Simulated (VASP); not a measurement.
# Li (P6_3/mmc) in VASP: electric field gradients with PBE+D3(BJ)

Aim: the electric field gradients of Li with PBE+D3(BJ).

Program: VASP 6.6.1. These are calculated values, not measurements. Logs are shortened: lines on timing, memory, paths and dates and some standing lists are left out, and cuts for length are marked.

## Step 1: The cell of the first run

Symmetry: P6_3/mmc, No. 194, hexagonal system. Conventional cell: a = 2.955 Å, b = 2.955 Å, c = 4.847 Å, α = 90.00°, β = 90.00°, γ = 120.00°. Within 3.9 Å of Li (site symmetry -6m2) lie 12 Li at 2.95 to 2.96 Å.

## Step 2: Electric field gradients, PBE+D3(BJ)

Input file INCAR:

```
SYSTEM = Li
  ALGO = Normal
  EDIFF = 1E-8
  ENCUT = 520
  GGA = PE
  ISIF = 2
  ISMEAR = -1
  IVDW = 12
  LASPH = .True.
  LCHARG = .False.
  LEFG = .True.
  LREAL = .False.
  LWAVE = .False.
  NBANDS = 10
  NELM = 100
  PREC = Accurate
  SIGMA = 0.15
```

Input file KPOINTS:

```
k-points
0
Gamma
  18 18 10
  0 0 0
```

Input file POSCAR:

```
Li
1.0
    2.9546981807      0.0000000000      0.0000000000
   -1.4773490903      2.5588436850      0.0000000000
    0.0000000000      0.0000000000      4.8466571848
Li
2
Direct
    0.3333333333      0.6666666667      0.2500000000
    0.6666666667      0.3333333333      0.7500000000
```

Potentials or basis: VASP PAW PBE potentials, release 64 (Li_sv).

On the command line:

```sh
$ cat potpaw_PBE.64/Li_sv/POTCAR > POTCAR
$ mpirun -np 1 vasp_std > vasp.out
```

OUTCAR:

```text
SYSTEM = Li
   EDIFF = 1E-8
   ENCUT = 520
   GGA = PE
   ISIF = 2
   ISMEAR = -1
   IVDW = 12
   LASPH = .True.
   LREAL = .False.
   NELM = 100
   PREC = Accurate
 IVDW          = 12

 ion  position               nearest neighbor table
   1  0.333  0.667  0.250-
   2  0.667  0.333  0.750-

  LATTYP: Found a hexagonal cell.
 ALAT       =     2.9546981807
 C/A-ratio  =     1.6403222557

  Lattice vectors:

 A1 = (   2.9546981807,   0.0000000000,   0.0000000000)
 A2 = (  -1.4773490903,   2.5588436850,   0.0000000000)
 A3 = (   0.0000000000,   0.0000000000,   4.8466571848)

Analysis of symmetry for initial positions (statically):
=====================================================================
 Subroutine PRICEL returns:
 Original cell was already a primitive cell.

 Routine SETGRP: Setting up the symmetry group for a
 hexagonal supercell.

 Subroutine GETGRP returns: Found 24 space group operations
 (whereof 12 operations were pure point group operations)
 out of a pool of 24 trial point group operations.

The static configuration has the point symmetry D_3d.
 The point group associated with its full space group is D_6h.

Analysis of symmetry for dynamics (positions and initial velocities):
=====================================================================
 Subroutine PRICEL returns:
 Original cell was already a primitive cell.

 Routine SETGRP: Setting up the symmetry group for a
 hexagonal supercell.

 Subroutine GETGRP returns: Found 24 space group operations
 (whereof 12 operations were pure point group operations)
 out of a pool of 24 trial point group operations.

The dynamic configuration has the point symmetry D_3d.
 The point group associated with its full space group is D_6h.

 Subroutine INISYM returns: Found 24 space group operations
 (whereof 12 operations are pure point group operations),
 and found     1 'primitive' translations

----------------------------------------------------------------------------------------

                                     Primitive cell

  volume of cell :      36.6437

  direct lattice vectors                    reciprocal lattice vectors
     2.954698181  0.000000000  0.000000000     0.338444044  0.195400760  0.000000000
[... 133 lines left out ...]

 E-fermi :   0.9123     XC(G=0):  -7.2948

 val. band max:        0.9019681729   @ k =   0.0556  -0.0000   0.0000
 cond. band min:       0.9134932641   @ k =   0.1667   0.1667   0.3000
 fundamental gap:      0.0115250912
 Fermi energy:         0.9123398397

 k-point     1 :       0.0000    0.0000    0.0000
  band No.  band energies     occupation
      1     -45.4425      2.00000
      2     -45.4158      2.00000
      3      -2.7675      2.00000
      4       0.8323      1.26049
      5       4.1554      0.00000
      6      14.3399      0.00000
      7      14.3400      0.00000
      8      15.8183      0.00000
      9      15.8183      0.00000
     10      16.3824      0.00000
[... 287 lines left out ...]
 k-point    24 :       0.3889    0.1111    0.0000
  band No.  band energies     occupation
      1     -45.4153      2.00000
      2     -45.4068      2.00000
      3       0.5671      1.81796
      4       2.7349      0.00001
      5       5.3878      0.00000
      6       7.0742      0.00000
      7       8.0556      0.00000
      8       8.1295      0.00000
      9      11.5093      0.00000
     10      13.9958      0.00000

 [... further k-points ...]

------------------------ aborting loop because EDIFF is reached ----------------------------------------

 Edisp (eV)   -0.37415

 E8    (eV) :    -0.1555

  FORCE on cell =-STRESS in cart. coord.  units (eV):
  Direction    XX          YY          ZZ          XY          YZ          ZX
  --------------------------------------------------------------------------------------
  -------------------------------------------------------------------------------------
  Total      -0.01885    -0.01885    -0.01788    -0.00000     0.00000     0.00000
  in kB      -0.82402    -0.82402    -0.78189    -0.00000     0.00000     0.00000
  external pressure =       -0.81 kB  Pullay stress =        0.00 kB

 VOLUME and BASIS-vectors are now :
 -----------------------------------------------------------------------------
  energy-cutoff  :      520.00
  volume of cell :       36.64
      direct lattice vectors                 reciprocal lattice vectors
     2.954698181  0.000000000  0.000000000     0.338444044  0.195400760  0.000000000
    -1.477349090  2.558843685  0.000000000     0.000000000  0.390801519  0.000000000
     0.000000000  0.000000000  4.846657185     0.000000000  0.000000000  0.206327776

 POSITION                                       TOTAL-FORCE (eV/Angst)
 -----------------------------------------------------------------------------------
     -0.00000      1.70590      1.21166         0.000000      0.000000      0.000000
      1.47735      0.85295      3.63499        -0.000000     -0.000000      0.000000
 -----------------------------------------------------------------------------------
    total drift:                               -0.000000      0.000000      0.000000

  FREE ENERGIE OF THE ION-ELECTRON SYSTEM (eV)
  ---------------------------------------------------
  free  energy   TOTEN  =        -4.2019592457 eV

  energy  without entropy=       -4.1352903347  energy(sigma->0) =       -4.16862479

 Electric field gradients (V/A^2)
---------------------------------------------------------------------
 ion       V_xx      V_yy      V_zz      V_xy      V_xz      V_yz
---------------------------------------------------------------------
   1       0.009     0.014    -0.022     0.004     0.000    -0.000
   2       0.009     0.014    -0.022     0.004    -0.000     0.000
---------------------------------------------------------------------

 Electric field gradients after diagonalization (V/A^2)
 (convention: |V_zz| > |V_xx| > |V_yy|)
----------------------------------------------------------------------
 ion       V_xx      V_yy      V_zz     asymmetry (V_yy - V_xx)/ V_zz
----------------------------------------------------------------------
   1       0.016     0.006    -0.022       0.440
   2       0.016     0.006    -0.022       0.440
----------------------------------------------------------------------

           NMR quadrupolar parameters

 Cq : quadrupolar parameter    Cq=e*Q*V_zz/h
 eta: asymmetry parameters     (V_yy - V_xx)/ V_zz
 Q  : nuclear electric quadrupole moment in mb (millibarn)
----------------------------------------------------------------------
 ion       Cq(MHz)       eta       Q (mb)
----------------------------------------------------------------------
   1      -0.000       0.440       1.000
   2      -0.000       0.440       1.000
----------------------------------------------------------------------
```

OSZICAR:

```text
N       E                     dE             d eps       ncg     rms          rms(c)
DAV:   1     0.182486754950E+02    0.18249E+02   -0.32537E+03  4448   0.574E+02
DAV:   2    -0.105195703112E+01   -0.19301E+02   -0.18755E+02  5568   0.113E+02
DAV:   3    -0.376757889712E+01   -0.27156E+01   -0.26967E+01  7328   0.335E+01
DAV:   4    -0.383000334146E+01   -0.62424E-01   -0.62064E-01  5776   0.481E+00
DAV:   5    -0.383048963987E+01   -0.48630E-03   -0.48627E-03  5884   0.446E-01    0.268E-01
DAV:   6    -0.382849249292E+01    0.19971E-02   -0.82611E-04  7480   0.118E-01    0.162E-01
DAV:   7    -0.382783049438E+01    0.66200E-03   -0.16727E-03  7032   0.179E-01    0.434E-02
DAV:   8    -0.382782429792E+01    0.61965E-05   -0.31502E-05  5106   0.502E-02    0.446E-03
DAV:   9    -0.382781593788E+01    0.83600E-05   -0.15165E-06  6648   0.105E-02    0.694E-04
DAV:  10    -0.382781273669E+01    0.32012E-05   -0.68388E-08  5380   0.212E-03    0.374E-04
DAV:  11    -0.382781266438E+01    0.72311E-07   -0.29031E-09  3534   0.534E-04    0.721E-05
DAV:  12    -0.382781274476E+01   -0.80384E-07   -0.78812E-10  2722   0.271E-04    0.190E-05
DAV:  13    -0.382781273462E+01    0.10145E-07   -0.46432E-10  2580   0.200E-04    0.457E-06
DAV:  14    -0.382781273219E+01    0.24235E-08   -0.14312E-10  2478   0.103E-04
   1 F= -.42019592E+01 E0= -.41686248E+01  d E =-.666689E-01
```

Wall time 34 s (1 thread of AMD EPYC 9R45 (Zen 5), shared host); peak memory 0.17 GiB.

What came out:

```yaml
Free_energy: -4.2020 eV
Band_gap_on_the_k_mesh: zero (band 3 reaches 3.23 eV, above the bottom of band 4 at -1.62 eV)
Dispersion_energy_per_atom: -0.187 eV
```

Caveat: the cutoff is under 1.25 times the usual one of these potentials, so pressure, stress and relaxed cells hold a basis-set (Pulay) error; without QUAD_EFG the Cq values of the log hold for a quadrupole moment of 1 mb, not for the nuclei; pairwise dispersion overbinds metals, which lowers pressure and volume.
